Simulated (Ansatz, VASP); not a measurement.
Al4Cu: VASP beside Ansatz

```
Al Cu
1.0
     2.79704    0.00000    0.00000
    -1.39852    2.42231    0.00000
     0.00000    0.00000   22.21518
Al Cu
8 2
Direct
  0.33333 0.66667 0.85000
  0.33333 0.66667 0.05000
  0.33333 0.66667 0.45000
  0.33333 0.66667 0.65000
  0.66667 0.33333 0.95000
  0.66667 0.33333 0.15000
  0.66667 0.33333 0.35000
  0.66667 0.33333 0.55000
  0.33333 0.66667 0.25000
  0.66667 0.33333 0.75000
```

Alike in both runs: task single point; functional PBE; k mesh 6 × 6 × 1; occupations gaussian, width 0.1 eV; no spin polarisation.

|  | VASP | Ansatz |
| --- | --- | --- |
| version | VASP 6.6.1 | Ansatz 0.2.0 |
| potentials or method | VASP PAW PBE potentials, release 64 (Al, Cu), cutoff 520 eV | scalar-relativistic, plane waves, PAW |
| valence electrons in the cell | 46 | 62 |

Ansatz gave:

| Quantity | Value |
| --- | --- |
| gap on the k mesh at the Fermi level (eV) | none |
| pressure (GPa) | 3.3 |
| traceless stress, the component that is largest in VASP (GPa) | -1.86 |
| rms of the force components (eV/Å) | 0.417 |

What did VASP give for the same quantities?

gap on the k mesh at the Fermi level (eV): none; pressure (GPa): 3.4; traceless stress, the component that is largest in VASP (GPa): -1.84; rms of the force components (eV/Å): 0.411.

Atom by atom the forces differ by 0.005 eV/Å (rms over components). A gap of «none» marks a metal or a gap that the smearing closes. VASP's potentials hold 46 valence electrons a cell and Ansatz's 62, so a difference there can come from the potentials and not from the codes.

The k mesh is coarse, so the values compare programs but aren't converged.
